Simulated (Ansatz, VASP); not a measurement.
## Two plane-wave programs on CuI

Contents of INCAR:

```
SYSTEM = CuI
PREC = Accurate
ENCUT = 520
EDIFF = 1E-6
ISMEAR = 0
SIGMA = 0.01
LREAL = .FALSE.
LASPH = .TRUE.
NELM = 80
ALGO = Normal
ISIF = 2
LWAVE = .FALSE.
LCHARG = .FALSE.
GGA = PE
NBANDS = 16
```

File KPOINTS:

```
Automatic mesh
0
G
  6 6 6
  0 0 0
```

File POSCAR:

```
CuI
1.0
    0.0000000000      3.0097398993      3.0097398993
    3.0097398993      0.0000000000      3.0097398993
    3.0097398993      3.0097398993      0.0000000000
Cu I
1 1
Direct
    0.0000000000      0.0000000000      0.0000000000
    0.2500000000      0.2500000000      0.2500000000
```

Input for Ansatz:

```yaml
crystal:
  lattice:
    - [0.0, 3.0097398993, 3.0097398993]
    - [3.0097398993, 0.0, 3.0097398993]
    - [3.0097398993, 3.0097398993, 0.0]
  atoms:
    - { symbol: Cu, position: [0.0, 0.0, 0.0] }
    - { symbol: I, position: [0.25, 0.25, 0.25] }
kpoints:
  mp_grid: { grid: [6, 6, 6] }
hamiltonian:
  xc: pbe
scf:
  occupations: { method: fixed }
  n_extra_bands: 4
output:
  forces: true
  stress: true
  eigenvalues: true
```

Alike in both runs: task single point; functional PBE; k mesh 6 × 6 × 6; no spin polarisation.

```csv
,VASP,Ansatz
version,VASP 6.6.1,Ansatz 0.2.0
potentials or method,"VASP PAW PBE potentials, release 64 (Cu, I)","plane waves, PAW"
plane-wave cutoff (eV),520,420
occupations,"gaussian, width 0.01 eV",fixed
valence electrons in the cell,18,36
```

```csv
,VASP,Ansatz,Ansatz less VASP
gap on the k mesh at the Fermi level (eV),1.20,1.18,-0.023
pressure (GPa),1.3,1.3,+0.01
```

VASP's potentials hold 18 valence electrons a cell and Ansatz's 36, so a difference there can come from the potentials and not from the codes.

Neither program's run includes spin-orbit coupling.
